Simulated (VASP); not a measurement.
# Hg (I4/mmm) in VASP: a series of runs

Hg is run at these levels: PBEsol; tasks: single point.

All numbers are computed with VASP 6.6.1; they aren't measurements. Logs are shortened: lines on timing, memory, paths and dates and some standing lists are left out, and cuts for length are marked.

## 1. The cell of the first run

It takes space group I4/mmm (No. 139, tetragonal). The conventional cell has a = 3.690 Å, b = 3.690 Å, c = 3.769 Å, α = 90.00°, β = 90.00°, γ = 90.00°. Hg (site symmetry 4/mmm) has 14 Hg at 3.22 to 3.77 Å within 4.2 Å.

## 2. Single point, PBEsol

File INCAR:

```
SYSTEM = Hg
ALGO = Normal
EDIFF = 1E-6
ENCUT = 520
GGA = PS
ISIF = 2
ISMEAR = -1
LASPH = .TRUE.
LCHARG = .TRUE.
LELF = .TRUE.
LREAL = .FALSE.
LVHAR = .TRUE.
LWAVE = .FALSE.
NBANDS = 12
NELM = 80
PREC = Accurate
SIGMA = 0.15
```

File KPOINTS:

```
k-points
0
G
  9 9 9
  0 0 0
```

File POSCAR:

```
Hg
1.0
   -1.8449212015      1.8449212015      1.8843496766
    1.8449212015     -1.8449212015      1.8843496766
    1.8449212015      1.8449212015     -1.8843496766
Hg
1
Direct
    0.5000000000      0.5000000000      0.0000000000
```

Potentials or basis: VASP PAW PBE potentials, release 64 (Hg).

On the command line:

```
$ cat potpaw_PBE.64/Hg/POTCAR > POTCAR
$ mpirun -np 1 vasp_std > vasp.out
```

OUTCAR:

```text
SYSTEM = Hg
   EDIFF = 1E-6
   ENCUT = 520
   GGA = PS
   ISIF = 2
   ISMEAR = -1
   LASPH = .TRUE.
   LREAL = .FALSE.
   NELM = 80
   PREC = Accurate

 ion  position               nearest neighbor table
   1  0.500  0.500  0.000-

  LATTYP: Found a body centered tetragonal cell.
 ALAT       =     3.6898424030
 C/A-ratio  =     1.0213713600

  Lattice vectors:

 A1 = (  -1.8449212015,   1.8449212015,   1.8843496766)
 A2 = (   1.8449212015,  -1.8449212015,   1.8843496766)
 A3 = (   1.8449212015,   1.8449212015,  -1.8843496766)

Analysis of symmetry for initial positions (statically):
=====================================================================
 Subroutine PRICEL returns:
 Original cell was already a primitive cell.

 Routine SETGRP: Setting up the symmetry group for a
 body centered tetragonal supercell.

 Subroutine GETGRP returns: Found 16 space group operations
 (whereof 16 operations were pure point group operations)
 out of a pool of 16 trial point group operations.

The static configuration has the point symmetry D_4h.

Analysis of symmetry for dynamics (positions and initial velocities):
=====================================================================
 Subroutine PRICEL returns:
 Original cell was already a primitive cell.

 Routine SETGRP: Setting up the symmetry group for a
 body centered tetragonal supercell.

 Subroutine GETGRP returns: Found 16 space group operations
 (whereof 16 operations were pure point group operations)
 out of a pool of 16 trial point group operations.

The dynamic configuration has the point symmetry D_4h.

 Subroutine INISYM returns: Found 16 space group operations
 (whereof 16 operations are pure point group operations),
 and found     1 'primitive' translations

----------------------------------------------------------------------------------------

                                     Primitive cell

  volume of cell :      25.6553

  direct lattice vectors                    reciprocal lattice vectors
    -1.844921202  1.844921202  1.884349677     0.000000000  0.271014285  0.265343533
     1.844921202 -1.844921202  1.884349677     0.271014285  0.000000000  0.265343533
     1.844921202  1.844921202 -1.884349677     0.271014285  0.271014285  0.000000000

  length of vectors
     3.218422313  3.218422313  3.218422313     0.379283447  0.379283447  0.383272077

  position of ions in fractional coordinates (direct lattice)
[... 83 lines left out ...]
   ISIF   =      2    stress and relaxation
   ISYM   =      2    0-nonsym 1-usesym 2-fastsym
   POTIM  = 0.5000    time-step for ionic-motion
   TEBEG  =    0.0;   TEEND  =   0.0 temperature during run
   PSTRESS=    0.0 pullay stress
   NELECT =      12.0000    total number of electrons
   NUPDOWN=      -1.0000    fix difference up-down
   EMIN   =  10.00;   EMAX   =-10.00  energy-range for DOS
   EFERMI =   0.00;   METHOD = LEGACY
   ISMEAR =    -1;   SIGMA  =   0.15  broadening in eV -4-tet -1-fermi 0-gaus
   EFERMI_NEDOS =   21; number of points for ismear=-14 and -15
   IALGO  =     38    algorithm
   IMIX   =      4    mixing-type and parameters
     AMIX     =   0.40;   BMIX     =  1.00
     AMIX_MAG =   1.60;   BMIX_MAG =  1.00
  volume/ion in A,a.u.               =      25.66       173.13
  Fermi-wavevector in a.u.,A,eV,Ry     =   1.270797  2.401458 21.972391  1.614925
  Thomas-Fermi vector in A             =   2.403765
   LORBIT       =      0    0 simple, 1 ext, 2 COOP (PROOUT), +10 PAW based schemes
   GGA     = PS    functional components
   LHFCALC =     F    Hartree Fock is set to
   AEXX    =    0.0000 exact exchange contribution
   IVDW    =     0    specifies the selected vdW correction
   LEPSILON=     F    determine dielectric tensor
   LRPA    =     F    only Hartree local field effects (RPA)
 non-spin polarized calculation
  energy-cutoff  :      520.00
  volume of cell :       25.66
 maximum number of plane-waves:       703
   NGX = 11   NGY = 11   NGZ = 11

 number of electron      12.0000003 magnetization

 Free energy of the ion-electron system (eV)
  ---------------------------------------------------
  ext. energy  EPLUGINS =         0.00000000
  ---------------------------------------------------
  free energy    TOTEN  =        -0.55837211 eV

  energy without entropy =       -0.54261902  energy(sigma->0) =       -0.55049556

 E-fermi :   1.7281     XC(G=0): -10.5979

 val. band max:        1.6438305427   @ k =  -0.4444  -0.4444   0.2222
 cond. band min:       2.1256785045   @ k =  -0.2222  -0.4444   0.1111
 fundamental gap:      0.4818479618
 Fermi energy:         1.7280965509

 k-point     1 :       0.0000    0.0000    0.0000
  band No.  band energies     occupation
      1      -6.5124      2.00000
      2      -4.9062      2.00000
      3      -4.9062      2.00000
      4      -4.8548      2.00000
      5      -4.1491      2.00000
      6      -4.0950      2.00000
      7      16.5799      0.00000
      8      16.7561      0.00000
      9      16.7561      0.00000
     10      16.9213      0.00000
     11      17.2932      0.00000
     12      17.2932      0.00000
[... 331 lines left out ...]
 k-point    24 :       0.4444    0.4444    0.0000
  band No.  band energies     occupation
      1      -5.4961      2.00000
      2      -5.2559      2.00000
      3      -4.1521      2.00000
      4      -4.1389      2.00000
      5      -3.6895      2.00000
      6       0.6321      1.99866
      7       1.3033      1.88878
      8       9.0930      0.00000
      9      11.2947      0.00000
     10      16.2645      0.00000
     11      18.0955      0.00000
     12      21.2898      0.00000

 [... further k-points ...]

------------------------ aborting loop because EDIFF is reached ----------------------------------------

  FORCE on cell =-STRESS in cart. coord.  units (eV):
  Direction    XX          YY          ZZ          XY          YZ          ZX
  --------------------------------------------------------------------------------------
  -------------------------------------------------------------------------------------
  Total       -0.2846485     -0.2846485     -0.2685630      0.0000000      0.0000000      0.0000000
  in kB      -17.7763426    -17.7763426    -16.7717968      0.0000000      0.0000000      0.0000000
  external PRESSURE =     -17.4414940 kB  Pullay stress =       0.0000000 kB

 VOLUME and BASIS-vectors are now :
 -----------------------------------------------------------------------------
  energy-cutoff  :      520.00
  volume of cell :       25.66
      direct lattice vectors                 reciprocal lattice vectors
    -1.844921202  1.844921202  1.884349677     0.000000000  0.271014285  0.265343533
     1.844921202 -1.844921202  1.884349677     0.271014285  0.000000000  0.265343533
     1.844921202  1.844921202 -1.884349677     0.271014285  0.271014285  0.000000000

 POSITION                                       TOTAL-FORCE (eV/Angst)
 -----------------------------------------------------------------------------------
      0.00000      0.00000      1.88435         0.000000      0.000000      0.000000
 -----------------------------------------------------------------------------------
    total drift:                               -0.000000      0.000000      0.000000

  FREE ENERGIE OF THE ION-ELECTRON SYSTEM (eV)
  ---------------------------------------------------
  free  energy   TOTEN  =        -0.5583721063 eV

  energy  without entropy=       -0.5426190197  energy(sigma->0) =       -0.55049556
```

OSZICAR:

```text
N       E                     dE             d eps       ncg     rms          rms(c)
DAV:   1     0.719922283258E+02    0.71992E+02   -0.63376E+03  1800   0.949E+02
DAV:   2     0.693752292005E+00   -0.71298E+02   -0.67573E+02  2000   0.227E+02
DAV:   3    -0.597262146974E+00   -0.12910E+01   -0.12900E+01  2088   0.334E+01
DAV:   4    -0.598466985391E+00   -0.12048E-02   -0.12048E-02  2004   0.107E+00
DAV:   5    -0.598468728911E+00   -0.17435E-05   -0.17434E-05  2076   0.394E-02    0.272E+00
DAV:   6    -0.561519136136E+00    0.36950E-01   -0.92484E-02  2080   0.339E+00    0.217E+00
DAV:   7    -0.558594984971E+00    0.29242E-02   -0.95615E-03  2064   0.926E-01    0.110E+00
DAV:   8    -0.558356806393E+00    0.23818E-03   -0.82965E-04  1908   0.377E-01    0.404E-02
DAV:   9    -0.558367669608E+00   -0.10863E-04   -0.42928E-06  2032   0.195E-02    0.110E-02
DAV:  10    -0.558372122678E+00   -0.44531E-05   -0.33930E-06  1904   0.208E-02    0.694E-04
DAV:  11    -0.558372106320E+00    0.16358E-07   -0.28874E-08   968   0.140E-03
   1 F= -.55837211E+00 E0= -.55049556E+00  d E =-.157531E-01
```

stdout:

```text
POSCAR found type information on POSCAR Hg
 POSCAR found :  1 types and       1 ions
 scaLAPACK will be used
 -----------------------------------------------------------------------------
|                                                                             |
|                                                                             |
|     You enforced a specific xc type in the INCAR file but a different       |
|     I HOPE YOU KNOW WHAT YOU ARE DOING!                                     |
|                                                                             |
 -----------------------------------------------------------------------------

 LDA part: xc-table for (Slater+PW92), standard interpolation
 POSCAR, INCAR and KPOINTS ok, starting setup
 FFT: planning ... GRIDC
 FFT: planning ... GRID_SOFT
 FFT: planning ... GRID
 WAVECAR not read
 entering main loop
```

It took 8.5 s on 1 thread of Intel Xeon 6975P-C, shared host; peak memory 0.15 GiB.

What came out:

```
Free energy            : -0.5584 eV
Pressure               : -1.7 GPa
Band gap on the k mesh : zero (band 6 reaches 3.30 eV, above the bottom of band 7 at 1.23 eV)
```

Caveat: the PAW data sets were made with another functional, which shifts forces and pressure a little; spin-orbit coupling is left out, which moves the levels of the heavy elements.

## 3. Single point, PBEsol

This run uses another cell than the first one, of 26.47 Å³/atom, 1.032 times its volume.

File INCAR:

```
PREC = Accurate ; ENCUT = 520
EDIFF = 1E-7 ; ISMEAR = -1
SIGMA = 0.15 ; LREAL = False
LASPH = True ; NELM = 60
ALGO = Normal ; ISIF = 2
LWAVE = False ; LCHARG = False
GGA = PS ; NBANDS = 12
```

File KPOINTS:

```
regular mesh
0
Gamma
  9 9 9
```

File POSCAR:

```
Hg
1.0
   -1.8641405139      1.8641405139      1.9039797318
    1.8641405139     -1.8641405139      1.9039797318
    1.8641405139      1.8641405139     -1.9039797318
Hg
1
Direct
    0.5000000000      0.5000000000      0.0000000000
```

Potentials or basis: VASP PAW PBE potentials, release 64 (Hg).

On the command line:

```
$ cat potpaw_PBE.64/Hg/POTCAR > POTCAR
$ mpirun -np 1 vasp_std > vasp.out
```

Run time: 8.8 s. Hardware: 1 thread of Intel Xeon 6975P-C, shared host; peak memory 0.15 GiB.

Results (log left out):

```
Free energy            : -0.5484 eV
Pressure               : -2.3 GPa
Band gap on the k mesh : zero (band 6 reaches 2.98 eV, above the bottom of band 7 at 1.11 eV)
```

Levels at points of the mesh, in eV from the Fermi level:
```
           k point  band 4  band 5  band 6  band 7  band 8  band 9
(0.00, 0.00, 0.00)   -6.47   -5.81   -5.76   14.77   14.83   14.85
```

Caveat: the PAW data sets were made with another functional, which shifts forces and pressure a little; spin-orbit coupling is left out, which moves the levels of the heavy elements.

## 4. Single point, PBEsol

This run uses another cell than the first one, of 28.90 Å³/atom, 1.126 times its volume.

File INCAR:

```
PREC = Accurate
ENCUT = 520
EDIFF = 1E-6
ISMEAR = -1
SIGMA = 0.15
LREAL = False
LASPH = True
NELM = 100
ALGO = Normal
ISIF = 2
LWAVE = False
LCHARG = True
GGA = PS
LELF = True
LVHAR = True
NBANDS = 12
```

KPOINTS is that of step 3.

File POSCAR:

```
Hg
1.0
   -1.9195431500      1.9195431500      1.9605663976
    1.9195431500     -1.9195431500      1.9605663976
    1.9195431500      1.9195431500     -1.9605663976
Hg
1
Direct
    0.5000000000      0.5000000000      0.0000000000
```

Potentials or basis: VASP PAW PBE potentials, release 64 (Hg).

On the command line:

```
$ cat potpaw_PBE.64/Hg/POTCAR > POTCAR
$ mpirun -np 1 vasp_std > vasp.out
```

OUTCAR:

```text
PREC = Accurate
   ENCUT = 520
   EDIFF = 1E-6
   ISMEAR = -1
   LREAL = False
   LASPH = True
   NELM = 100
   ISIF = 2
   GGA = PS

 ion  position               nearest neighbor table
   1  0.500  0.500  0.000-

  LATTYP: Found a body centered tetragonal cell.
 ALAT       =     3.8390863000
 C/A-ratio  =     1.0213713600

  Lattice vectors:

 A1 = (  -1.9195431500,   1.9195431500,   1.9605663976)
 A2 = (   1.9195431500,  -1.9195431500,   1.9605663976)
 A3 = (   1.9195431500,   1.9195431500,  -1.9605663976)

Analysis of symmetry for initial positions (statically):
=====================================================================
 Subroutine PRICEL returns:
 Original cell was already a primitive cell.

 Routine SETGRP: Setting up the symmetry group for a
 body centered tetragonal supercell.

 Subroutine GETGRP returns: Found 16 space group operations
 (whereof 16 operations were pure point group operations)
 out of a pool of 16 trial point group operations.

The static configuration has the point symmetry D_4h.

Analysis of symmetry for dynamics (positions and initial velocities):
[... 158 lines left out ...]

 val. band max:        0.8571393373   @ k =   0.4444   0.4444   0.0000
 cond. band min:       1.4288171638   @ k =   0.4444  -0.0000   0.0000
 fundamental gap:      0.5716778264
 Fermi energy:         0.9343895201

 k-point     1 :       0.0000    0.0000    0.0000
  band No.  band energies     occupation
      1      -6.4623      2.00000
      2      -5.3787      2.00000
      3      -5.3787      2.00000
      4      -5.3384      2.00000
      5      -4.7819      2.00000
      6      -4.7405      2.00000
      7      14.7005      0.00000
      8      14.8585      0.00000
      9      14.8585      0.00000
     10      15.3694      0.00000
     11      15.6832      0.00000
     12      15.6832      0.00000
[... 331 lines left out ...]
 k-point    24 :       0.4444    0.4444    0.0000
  band No.  band energies     occupation
      1      -5.8000      2.00000
      2      -5.6416      2.00000
      3      -4.7847      2.00000
      4      -4.7733      2.00000
      5      -4.4148      2.00000
      6      -0.4032      1.99973
      7       0.8571      1.25196
      8       7.8285      0.00000
      9       9.9888      0.00000
     10      14.4059      0.00000
     11      16.2356      0.00000
     12      19.5627      0.00000

 [... further k-points ...]
[... 5 lines left out ...]
  --------------------------------------------------------------------------------------
  -------------------------------------------------------------------------------------
  Total       -0.5649153     -0.5649153     -0.5786996      0.0000000      0.0000000      0.0000000
  in kB      -31.3225115    -31.3225115    -32.0868041      0.0000000      0.0000000      0.0000000
  external PRESSURE =     -31.5772757 kB  Pullay stress =       0.0000000 kB

 VOLUME and BASIS-vectors are now :
 -----------------------------------------------------------------------------
  energy-cutoff  :      520.00
  volume of cell :       28.90
      direct lattice vectors                 reciprocal lattice vectors
    -1.919543150  1.919543150  1.960566398     0.000000000  0.260478646  0.255028343
     1.919543150 -1.919543150  1.960566398     0.260478646  0.000000000  0.255028343
     1.919543150  1.919543150 -1.960566398     0.260478646  0.260478646  0.000000000

 POSITION                                       TOTAL-FORCE (eV/Angst)
 -----------------------------------------------------------------------------------
      0.00000      0.00000      1.96057         0.000000     -0.000000     -0.000000
 -----------------------------------------------------------------------------------
    total drift:                                0.000000     -0.000000      0.000000

  FREE ENERGIE OF THE ION-ELECTRON SYSTEM (eV)
  ---------------------------------------------------
  free  energy   TOTEN  =        -0.5067999947 eV

  energy  without entropy=       -0.4936189658  energy(sigma->0) =       -0.50020948
```

OSZICAR:

```text
N       E                     dE             d eps       ncg     rms          rms(c)
DAV:   1     0.718156413065E+02    0.71816E+02   -0.63496E+03  1816   0.938E+02
DAV:   2     0.808384759423E+00   -0.71007E+02   -0.66777E+02  1968   0.221E+02
DAV:   3    -0.532505544172E+00   -0.13409E+01   -0.13398E+01  2060   0.339E+01
DAV:   4    -0.533858280478E+00   -0.13527E-02   -0.13527E-02  2000   0.113E+00
DAV:   5    -0.533860427572E+00   -0.21471E-05   -0.21470E-05  2060   0.438E-02    0.181E+00
DAV:   6    -0.508527124399E+00    0.25333E-01   -0.65056E-02  2084   0.278E+00    0.155E+00
DAV:   7    -0.506841846092E+00    0.16853E-02   -0.62707E-03  2072   0.722E-01    0.838E-01
DAV:   8    -0.506781965681E+00    0.59880E-04   -0.62874E-04  1880   0.310E-01    0.305E-02
DAV:   9    -0.506796691245E+00   -0.14726E-04   -0.81193E-06  2028   0.249E-02    0.755E-03
DAV:  10    -0.506800034513E+00   -0.33433E-05   -0.30872E-06  1916   0.196E-02    0.852E-04
DAV:  11    -0.506799994680E+00    0.39834E-07   -0.15271E-08   972   0.837E-04
   1 F= -.50679999E+00 E0= -.50020948E+00  d E =-.131810E-01
```

stdout:

```text
POSCAR found type information on POSCAR Hg
 POSCAR found :  1 types and       1 ions
 scaLAPACK will be used
 -----------------------------------------------------------------------------
|                                                                             |
|                                                                             |
|     You enforced a specific xc type in the INCAR file but a different       |
|     I HOPE YOU KNOW WHAT YOU ARE DOING!                                     |
|                                                                             |
 -----------------------------------------------------------------------------

 LDA part: xc-table for (Slater+PW92), standard interpolation
 POSCAR, INCAR and KPOINTS ok, starting setup
 FFT: planning ... GRIDC
 FFT: planning ... GRID_SOFT
 FFT: planning ... GRID
 WAVECAR not read
 entering main loop
```

Run time: 17 s. Hardware: 1 thread of Intel Xeon 6975P-C, shared host; peak memory 0.17 GiB.

What came out:

```yaml
Free_energy: -0.5068 eV
Pressure: -3.2 GPa
Band_gap_on_the_k_mesh: zero (band 6 reaches 2.11 eV, above the bottom of band 7 at 0.79 eV)
```

Caveat: the PAW data sets were made with another functional, which shifts forces and pressure a little; spin-orbit coupling is left out, which moves the levels of the heavy elements.

## 5. Summary

| cell | gap on the mesh (eV) | pressure (GPa) |
| --- | --- | --- |
| a = 3.218 Å, angles 110.0, 110.0, 108.3°, 1 atom | none | -1.7 |
| a = 3.252 Å, angles 110.0, 110.0, 108.3°, 1 atom | none | -2.3 |
| a = 3.349 Å, angles 110.0, 110.0, 108.3°, 1 atom | none | -3.2 |

Alike in all rows: task single point; level PBEsol; potentials or basis VASP PAW PBE potentials, release 64 (Hg); no spin polarisation; k mesh 9 × 9 × 9; cutoff (eV) 520; smearing fermi-dirac 0.15 eV.

Caveats: the PAW data sets were made with another functional, which shifts forces and pressure a little; spin-orbit coupling is left out, which moves the levels of the heavy elements.

Total energies depend on the potentials used, so only differences within one code and one set of settings carry meaning.
